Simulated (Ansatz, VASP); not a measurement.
## Ru in VASP and in Ansatz

File INCAR:

```
SYSTEM = Ru
PREC     = Accurate       ! precision mode
ENCUT    = 520            ! plane-wave cutoff, eV
EDIFF    = 1E-7           ! SCF threshold, eV
ISMEAR   = 0              ! smearing method
SIGMA    = 0.2            ! smearing width, eV
LREAL    = .False.        ! projectors in reciprocal space
LASPH    = .True.         ! aspherical terms in the spheres
NELM     = 100            ! most SCF steps
ALGO     = Normal         ! electronic algorithm
ISIF     = 2              ! what is computed and relaxed
LWAVE    = .False.        ! write WAVECAR
LCHARG   = .False.        ! write CHGCAR
LDIPOL   = .True.       
IDIPOL   = 3            
DIPOL    = 0.5 0.5 0.286
GGA      = PE             ! functional
NBANDS   = 66             ! bands
```

Contents of KPOINTS:

```
Automatic mesh
0
Gamma
  4 4 1
  0 0 0
```

The input POSCAR:

```
Ru
1.0
    5.2961962804      0.0000000000      0.0000000000
   -2.6480981402      7.0561049104      0.0000000000
    0.0000000000      0.0000000000     26.2434614601
Ru
8
Direct
    0.3155007874      0.1310015749      0.2626008508
    0.3155007874      0.6310015749      0.2626008508
    0.8155007874      0.1310015749      0.2626008508
    0.8155007874      0.6310015749      0.2626008508
    0.1844992126      0.3689984251      0.3089700917
    0.1844992126      0.8689984251      0.3089700917
    0.6844992126      0.3689984251      0.3089700917
    0.6844992126      0.8689984251      0.3089700917
```

Input for Ansatz:

```yaml
crystal:
  lattice:
    - [5.2961962804, 0.0, 0.0]
    - [-2.6480981402, 7.0561049104, 0.0]
    - [0.0, 0.0, 26.2434614601]
  atoms:
    - { symbol: Ru, position: [0.3155007874, 0.1310015749, 0.2626008508] }
    - { symbol: Ru, position: [0.3155007874, 0.6310015749, 0.2626008508] }
    - { symbol: Ru, position: [0.8155007874, 0.1310015749, 0.2626008508] }
    - { symbol: Ru, position: [0.8155007874, 0.6310015749, 0.2626008508] }
    - { symbol: Ru, position: [0.1844992126, 0.3689984251, 0.3089700917] }
    - { symbol: Ru, position: [0.1844992126, 0.8689984251, 0.3089700917] }
    - { symbol: Ru, position: [0.6844992126, 0.3689984251, 0.3089700917] }
    - { symbol: Ru, position: [0.6844992126, 0.8689984251, 0.3089700917] }
  periodic: [true, true, false]
basis:
  ecutwfc: 420
kpoints:
  mp_grid: { grid: [4, 4, 1] }
hamiltonian:
  xc: pbe
scf:
  occupations: { method: gaussian, width: 0.2 }
  lower_state_search: "off"
output:
  forces: true
  stress: true
  eigenvalues: true
```

Alike in both runs: task single point; functional PBE; k mesh 4 × 4 × 1; occupations gaussian, width 0.2 eV; no spin polarisation.

|  | VASP | Ansatz |
| --- | --- | --- |
| version | VASP 6.6.1 | Ansatz 0.2.0 |
| potentials or method | VASP PAW PBE potentials, release 64 (Ru_pv), cutoff 520 eV | scalar-relativistic, plane waves, PAW |
| valence electrons in the cell | 112 | 128 |

```tsv
	VASP	Ansatz	Ansatz less VASP
gap on the k mesh at the Fermi level (eV)	none	none	-
rms of the force components (eV/Å)	0.109	0.061	-0.0478
```

Atom by atom the forces differ by 0.092 eV/Å (rms over components). A gap of «none» marks a metal or a gap that the smearing closes. With one functional, cell and mesh, what is left measures potentials, basis and numerics. VASP's potentials hold 112 valence electrons a cell and Ansatz's 128, so a difference there can come from the potentials and not from the codes.
